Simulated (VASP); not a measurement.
Input of a VASP 6.6.1 run:

File INCAR:

```
PREC     = Accurate       # precision mode
ENCUT    = 520            # plane-wave cutoff, eV
EDIFF    = 1E-7           # SCF threshold, eV
ISMEAR   = -1             # smearing method
SIGMA    = 0.05           # smearing width, eV
LREAL    = False          # projectors in reciprocal space
LASPH    = True           # aspherical terms in the spheres
NELM     = 150            # most SCF steps
ALGO     = Normal         # electronic algorithm
ISIF     = 2              # what is computed and relaxed
LWAVE    = False          # write WAVECAR
LCHARG   = True           # write CHGCAR
ISPIN    = 2              # spin polarisation
MAGMOM   = 1 1 1 0        # initial moments
LORBIT   = 11             # projections on sites
LMAXMIX  = 4              # l up to which the mixer works
GGA      = PE             # functional
LELF     = True           # ELF
LVHAR    = True         
NBANDS   = 29             # bands
```

The input KPOINTS:

```
regular mesh
0
Gamma
  8 8 8
```

The input POSCAR:

```
SiNi3
1.0
    3.4696939971      0.0000000000      0.0000000000
    0.0000000000      3.4696939971      0.0000000000
    0.0000000000      0.0000000000      3.4696939971
Ni Si
3 1
Direct
    0.5000000000      0.5000000000      0.0000000000
    0.5000000000      0.0000000000      0.5000000000
    0.0000000000      0.5000000000      0.5000000000
    0.0000000000      0.0000000000      0.0000000000
```

Potentials or basis: VASP PAW PBE potentials, release 64 (Ni, Si).

Run with:

```sh
$ cat potpaw_PBE.64/Ni/POTCAR potpaw_PBE.64/Si/POTCAR > POTCAR
$ mpirun -np 1 vasp_std > vasp.out
```

(1) Predict the net moment.

(2) Estimate the band gap on the k mesh.

## Answers

(1) 0.00 μB per cell.

(2) zero (filled and empty bands overlap).
